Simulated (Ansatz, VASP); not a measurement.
# Ta4C3 in VASP and in Ansatz

POSCAR

```
Ta4C3
1.0
    0.0000000000     -4.4247933841      0.0000000000
    0.0000000000      0.0000000000     -4.4247933841
    9.3495867682      0.0000000000      0.0000000000
Ta C
8 6
Direct
    0.5000000000      0.5000000000      0.8282064881
    0.5000000000      0.5000000000      0.3549456377
    0.0000000000      0.5000000000      0.1183152126
    0.0000000000      0.5000000000      0.5915760629
    0.5000000000      1.0000000000      0.1183152126
    0.5000000000      1.0000000000      0.5915760629
    1.0000000000      1.0000000000      0.3549456377
    1.0000000000      1.0000000000      0.8282064881
    0.0000000000      1.0000000000      0.1183152126
    0.0000000000      1.0000000000      0.5915760629
    0.5000000000      1.0000000000      0.8282064881
    0.5000000000      1.0000000000      0.3549456377
    1.0000000000      0.5000000000      0.3549456377
    1.0000000000      0.5000000000      0.8282064881
```

The input INCAR.step1:

```
SYSTEM = Ta4C3
PREC = Accurate
ENCUT = 520
ISMEAR = 0
SIGMA = 0.15
LREAL = .FALSE.
LASPH = .TRUE.
NELM = 100
NBANDS = 69
GGA = PE
ALGO = Normal
EDIFF = 1E-4
LWAVE = .TRUE.
LCHARG = .FALSE.
```

INCAR.step2

```
SYSTEM = Ta4C3
PREC = Accurate
ENCUT = 520
EDIFF = 1E-6
ISMEAR = 0
SIGMA = 0.15
LREAL = .FALSE.
LASPH = .TRUE.
NELM = 100
ALGO = Normal
ISIF = 2
LWAVE = .FALSE.
LCHARG = .TRUE.
METAGGA = R2SCAN
LMIXTAU = .TRUE.
LELF = .TRUE.
LVHAR = .TRUE.
NBANDS = 69
ISTART = 1
```

KPOINTS

```
Automatic mesh
0
G
  9 9 5
  0 0 0
```

Input for Ansatz:

```yaml
crystal:
  lattice:
    - [0.0, -4.4247933841, 0.0]
    - [0.0, 0.0, -4.4247933841]
    - [9.3495867682, 0.0, 0.0]
  atoms:
    - { symbol: Ta, position: [0.5, 0.5, 0.8282064881] }
    - { symbol: Ta, position: [0.5, 0.5, 0.3549456377] }
    - { symbol: Ta, position: [0.0, 0.5, 0.1183152126] }
    - { symbol: Ta, position: [0.0, 0.5, 0.5915760629] }
    - { symbol: Ta, position: [0.5, 1.0, 0.1183152126] }
    - { symbol: Ta, position: [0.5, 1.0, 0.5915760629] }
    - { symbol: Ta, position: [1.0, 1.0, 0.3549456377] }
    - { symbol: Ta, position: [1.0, 1.0, 0.8282064881] }
    - { symbol: C, position: [0.0, 1.0, 0.1183152126] }
    - { symbol: C, position: [0.0, 1.0, 0.5915760629] }
    - { symbol: C, position: [0.5, 1.0, 0.8282064881] }
    - { symbol: C, position: [0.5, 1.0, 0.3549456377] }
    - { symbol: C, position: [1.0, 0.5, 0.3549456377] }
    - { symbol: C, position: [1.0, 0.5, 0.8282064881] }
basis:
  ecutwfc: 500
kpoints:
  mp_grid: { grid: [9, 9, 5] }
hamiltonian:
  xc: r2scan
scf:
  occupations: { method: gaussian, width: 0.15 }
output:
  forces: true
  stress: true
  eigenvalues: true
  write_density: true
  write_potential: true
  elf: true
  volumetric_format: npy
```

Alike in both runs: task single point; functional r2SCAN; k mesh 9 × 9 × 5; occupations gaussian, width 0.15 eV; no spin polarisation.

```csv
,VASP,Ansatz
version,VASP 6.6.1,Ansatz 0.2.0
potentials or method,"VASP PAW PBE potentials, release 64 (Ta_pv, C), cutoff 520 eV","scalar-relativistic, plane waves, PAW"
valence electrons in the cell,112,128
```

VASP gave:

```
gap on the k mesh at the Fermi level (eV)                     : none
pressure (GPa)                                                : -7.8
traceless stress, the component that is largest in VASP (GPa) : -6.04
rms of the force components (eV/Å)                            : 0.467
```

Problem. What did Ansatz give for the same quantities?

Solution. gap on the k mesh at the Fermi level (eV): none; pressure (GPa): -8.7; traceless stress, the component that is largest in VASP (GPa): -5.99; rms of the force components (eV/Å): 0.462.

VASP's potentials were made for PBE, not for r2SCAN. Atom by atom the forces differ by 0.006 eV/Å (rms over components). A gap of «none» marks a metal or a gap that the smearing closes. VASP's potentials hold 112 valence electrons a cell and Ansatz's 128, so a difference there can come from the potentials and not from the codes.

Neither program's run includes spin-orbit coupling.
